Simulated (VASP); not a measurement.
# Mg3CdS4 (P-4m2) in VASP: further runs, part 2 of 2

VASP 6.6.1.

**5. Single point, PBE**

This run uses another cell than the first one, of 23.81 Å³/atom.

The input, INCAR:

```
SYSTEM = Mg3CdS4
PREC     = Accurate       ! precision mode
ENCUT    = 600            ! plane-wave cutoff, eV
EDIFF    = 1E-6           ! SCF threshold, eV
ISMEAR   = 0              ! smearing method
SIGMA    = 0.01           ! smearing width, eV
LREAL    = .False.        ! projectors in reciprocal space
LASPH    = .True.         ! aspherical terms in the spheres
NELM     = 120            ! most SCF steps
ALGO     = Normal         ! electronic algorithm
ISIF     = 2              ! what is computed and relaxed
LWAVE    = .False.        ! write WAVECAR
LCHARG   = .False.        ! write CHGCAR
GGA      = PE             ! functional
NBANDS   = 31             ! bands
GGA_COMPAT= .False.
```

The input, KPOINTS:

```
regular mesh
0
Gamma
  6 6 2
  0 0 0
```

The input, POSCAR:

```
Mg3CdS4
1.0
    4.0769351230      0.0000000000      0.0000000000
    0.0000000000      4.0769351230      0.0000000000
    0.0000000000      0.0000000000     11.4599552383
Mg Cd S
3 1 4
Direct
    0.0000000000      0.0000000000      0.7444175157
    0.0000000000      0.0000000000      0.2555824843
    0.5000000000      0.5000000000      0.5000000000
    0.5000000000      0.5000000000      0.0000000000
    0.5000000000      0.0000000000      0.1345312479
    0.0000000000      0.5000000000      0.3777970514
    0.5000000000      0.0000000000      0.6222029486
    0.0000000000      0.5000000000      0.8654687521
```

Potentials or basis: VASP PAW PBE potentials, release 64 (Mg, Cd, S).

On the command line:

```sh
$ cat potpaw_PBE.64/Mg/POTCAR potpaw_PBE.64/Cd/POTCAR potpaw_PBE.64/S/POTCAR > POTCAR
$ mpirun -np 1 vasp_std > vasp.out
```

OUTCAR:

```text
SYSTEM = Mg3CdS4
   PREC = Accurate
   ENCUT = 600
   EDIFF = 1E-6
   ISMEAR = 0
   LREAL = .False.
   LASPH = .True.
   NELM = 120
   ISIF = 2
   GGA = PE

 ion  position               nearest neighbor table
   1  0.000  0.000  0.744-   8 2.47   8 2.47   7 2.47   7 2.47
   2  0.000  0.000  0.256-   5 2.47   5 2.47   6 2.47   6 2.47
   3  0.500  0.500  0.500-   6 2.47   7 2.47   7 2.47   6 2.47
   4  0.500  0.500  0.000-   5 2.56   8 2.56   5 2.56   8 2.56
   5  0.500  0.000  0.135-   2 2.47   2 2.47   4 2.56   4 2.56
   6  0.000  0.500  0.378-   3 2.47   3 2.47   2 2.47   2 2.47
   7  0.500  0.000  0.622-   3 2.47   3 2.47   1 2.47   1 2.47
   8  0.000  0.500  0.865-   1 2.47   1 2.47   4 2.56   4 2.56

  LATTYP: Found a simple tetragonal cell.
 ALAT       =     4.0769351230
 C/A-ratio  =     2.8109241115

  Lattice vectors:

 A1 = (   4.0769351230,   0.0000000000,   0.0000000000)
 A2 = (   0.0000000000,   4.0769351230,   0.0000000000)
 A3 = (   0.0000000000,   0.0000000000,  11.4599552383)

Analysis of symmetry for initial positions (statically):
=====================================================================
 Subroutine PRICEL returns:
 Original cell was already a primitive cell.

 Routine SETGRP: Setting up the symmetry group for a
 simple tetragonal supercell.

 Subroutine GETGRP returns: Found  8 space group operations
 (whereof  8 operations were pure point group operations)
 out of a pool of 16 trial point group operations.

The static configuration has the point symmetry D_2d.

Analysis of symmetry for dynamics (positions and initial velocities):
=====================================================================
 Subroutine PRICEL returns:
 Original cell was already a primitive cell.

 Routine SETGRP: Setting up the symmetry group for a
 simple tetragonal supercell.

 Subroutine GETGRP returns: Found  8 space group operations
 (whereof  8 operations were pure point group operations)
 out of a pool of 16 trial point group operations.
[... 133 lines left out ...]
   GGA     = PE    functional components
   LHFCALC =     F    Hartree Fock is set to
   AEXX    =    0.0000 exact exchange contribution
   IVDW    =     0    specifies the selected vdW correction
   LEPSILON=     F    determine dielectric tensor
   LRPA    =     F    only Hartree local field effects (RPA)
 non-spin polarized calculation
 Gauss-broadening in eV      SIGMA  =   0.01
  energy-cutoff  :      600.00
  volume of cell :      190.48
 maximum number of plane-waves:      6409
 NGX is ok and might be reduce to    36
   NGX = 17   NGY = 17   NGZ = 45

 number of electron      41.9999993 magnetization

 Free energy of the ion-electron system (eV)
  ---------------------------------------------------
  ext. energy  EPLUGINS =         0.00000000
  ---------------------------------------------------
  free energy    TOTEN  =       -31.55194094 eV

  energy without entropy =      -31.55194094  energy(sigma->0) =      -31.55194094

 E-fermi :   1.1567     XC(G=0):  -8.4927

 val. band max:        1.0558515023   @ k =   0.0000   0.0000   0.0000
 cond. band min:       3.5873510635   @ k =   0.0000   0.0000   0.0000
 fundamental gap:      2.5314995612
 Fermi energy:         1.1567121833

 k-point     1 :       0.0000    0.0000    0.0000
  band No.  band energies     occupation
      1     -10.5050      2.00000
      2     -10.2044      2.00000
      3     -10.0775      2.00000
      4      -9.6674      2.00000
      5      -5.9633      2.00000
      6      -5.9633      2.00000
[... 669 lines left out ...]
     30      10.0725      0.00000
     31      10.4898      0.00000

------------------------ aborting loop because EDIFF is reached ----------------------------------------

  FORCE on cell =-STRESS in cart. coord.  units (eV):
  Direction    XX          YY          ZZ          XY          YZ          ZX
  --------------------------------------------------------------------------------------
  -------------------------------------------------------------------------------------
  Total       -0.0461770     -0.0461770     -0.0131371      0.0000000      0.0000000      0.0000000
  in kB       -0.3884062     -0.3884062     -0.1104996      0.0000000      0.0000000      0.0000000
  external PRESSURE =      -0.2957707 kB  Pullay stress =       0.0000000 kB

 VOLUME and BASIS-vectors are now :
 -----------------------------------------------------------------------------
  energy-cutoff  :      600.00
  volume of cell :      190.48
      direct lattice vectors                 reciprocal lattice vectors
     4.076935123  0.000000000  0.000000000     0.245282294  0.000000000  0.000000000
     0.000000000  4.076935123  0.000000000     0.000000000  0.245282294  0.000000000
     0.000000000  0.000000000 11.459955238     0.000000000  0.000000000  0.087260376

 POSITION                                       TOTAL-FORCE (eV/Angst)
 -----------------------------------------------------------------------------------
      0.00000      0.00000      8.53099         0.000000     -0.000000     -0.002220
      0.00000      0.00000      2.92896         0.000000     -0.000000      0.002220
      2.03847      2.03847      5.72998         0.000000      0.000000      0.000000
      2.03847      2.03847      0.00000         0.000000     -0.000000      0.000000
      2.03847      0.00000      1.54172        -0.000000     -0.000000      0.046307
      0.00000      2.03847      4.32954         0.000000     -0.000000     -0.000050
      2.03847      0.00000      7.13042         0.000000     -0.000000      0.000050
      0.00000      2.03847      9.91823         0.000000     -0.000000     -0.046307
 -----------------------------------------------------------------------------------
    total drift:                                0.000000      0.000000      0.000000

  FREE ENERGIE OF THE ION-ELECTRON SYSTEM (eV)
  ---------------------------------------------------
  free  energy   TOTEN  =       -31.5519409371 eV

  energy  without entropy=      -31.5519409371  energy(sigma->0) =      -31.55194094
```

OSZICAR:

```text
N       E                     dE             d eps       ncg     rms          rms(c)
DAV:   1     0.239175030079E+03    0.23918E+03   -0.18717E+04  1240   0.127E+03
DAV:   2    -0.128610858387E+02   -0.25204E+03   -0.24153E+03  1538   0.244E+02
DAV:   3    -0.334500074717E+02   -0.20589E+02   -0.20494E+02  1507   0.687E+01
DAV:   4    -0.337711297105E+02   -0.32112E+00   -0.32089E+00  1585   0.955E+00
DAV:   5    -0.337765412660E+02   -0.54116E-02   -0.54113E-02  1565   0.125E+00    0.998E+00
DAV:   6    -0.316381219508E+02    0.21384E+01   -0.43195E+00  1526   0.130E+01    0.828E+00
DAV:   7    -0.315289582412E+02    0.10916E+00   -0.12257E+00  1561   0.478E+00    0.516E+00
DAV:   8    -0.315509724724E+02   -0.22014E-01   -0.11013E-01  1580   0.249E+00    0.653E-01
DAV:   9    -0.315497255384E+02    0.12469E-02   -0.27074E-02  1587   0.134E+00    0.318E-01
DAV:  10    -0.315510744133E+02   -0.13489E-02   -0.26909E-03  1466   0.302E-01    0.173E-01
DAV:  11    -0.315518007916E+02   -0.72638E-03   -0.70410E-04  1473   0.143E-01    0.950E-02
DAV:  12    -0.315518893425E+02   -0.88551E-04   -0.14520E-04  1563   0.788E-02    0.603E-02
DAV:  13    -0.315519382790E+02   -0.48936E-04   -0.91897E-05  1466   0.432E-02    0.167E-02
DAV:  14    -0.315519405851E+02   -0.23061E-05   -0.95366E-06  1542   0.168E-02    0.793E-03
DAV:  15    -0.315519409371E+02   -0.35192E-06   -0.95601E-07  1121   0.425E-03
   1 F= -.31551941E+02 E0= -.31551941E+02  d E =-.103485E-47
```

stdout:

```text
POSCAR found type information on POSCAR MgCdS
 POSCAR found :  3 types and       8 ions
 scaLAPACK will be used
 LDA part: xc-table for (Slater+PW92), standard interpolation
 POSCAR, INCAR and KPOINTS ok, starting setup
 FFT: planning ... GRIDC
 FFT: planning ... GRID_SOFT
 FFT: planning ... GRID
 WAVECAR not read
 entering main loop
```

It took 4.8 min on 1 thread of Intel Xeon 8259CL, shared host; peak memory 0.43 GiB.

What came out:

```yaml
Free_energy: -31.5519 eV
Pressure: 0.0 GPa
Largest_force: 0.046 eV/Å
Band_gap_on_the_k_mesh: 2.53 eV
```

Forces in eV/Å, atoms in the order of the input:
```
Mg   0.000  0.000 -0.002
Mg   0.000  0.000  0.002
Mg   0.000  0.000  0.000
Cd   0.000  0.000  0.000
S    0.000  0.000  0.046
S    0.000  0.000  0.000
S    0.000  0.000  0.000
S    0.000  0.000 -0.046
```

**6. The runs side by side**

```tsv
cell	k mesh	smearing	gap on the mesh (eV)	pressure (GPa)	largest force (eV/Å)
a = 3.913, b = 3.913, c = 11.067 Å, 8 atoms, atomic positions A	4 × 4 × 2	gaussian 0.1 eV	2.98	8.8	1.21
a = 4.073, b = 4.073, c = 11.429 Å, 8 atoms, atomic positions B	4 × 4 × 2	gaussian 0.1 eV	2.55	0.3	0.06
a = 4.077, b = 4.077, c = 11.460 Å, 8 atoms, atomic positions C	6 × 6 × 2	gaussian 0.02 eV	2.53	0.0	0.05
a = 4.077, b = 4.077, c = 11.460 Å, 8 atoms, atomic positions C	6 × 6 × 2	gaussian 0.01 eV	2.53	0.0	0.05
```

Alike in all rows: task single point; level PBE; potentials or basis VASP PAW PBE potentials, release 64 (Mg, Cd, S); no spin polarisation; cutoff (eV) 600.

Caveats: the cell stands under pressure (at least some runs); forces of over 1 eV/Å act on the atoms, so gaps and moduli don't describe the material at rest (at least some runs).

Total energies depend on the potentials used, so only differences within one code and one set of settings carry meaning.
